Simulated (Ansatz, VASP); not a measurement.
# Rh in VASP and in Ansatz

```
Rh
1.0
     2.09155    0.00000    0.00000
     0.00000    2.09155    0.00000
     0.00000    0.00000    2.09155
Rh
1
Cartesian
  0.0000 0.0000 0.0000
```

Change from the starting cell: volume scaled by 0.6, LAPW.

Alike in both runs: task single point; functional LDA; k mesh 17 × 17 × 17; occupations fermi-dirac, width 0.08 eV; no spin polarisation.

```csv
,VASP,Ansatz
version,VASP 6.6.1,Ansatz 0.2.0
potentials or method,"VASP PAW LDA potentials, release 64 (Rh_pv), cutoff 520 eV","all-electron LAPW, scalar-relativistic"
```

```tsv
	VASP	Ansatz	Ansatz less VASP
pressure (GPa)	411.8	400.7	-11.11
```

LDA's correlation is that of Perdew and Zunger in VASP and of Perdew and Wang (1992) in Ansatz. Both programs put the cell under a high pressure, so it lies far from rest at this level. Ansatz ran all-electron here, and VASP with PAW potentials.

Noted on VASP's run: the cell as given lies far from equilibrium.
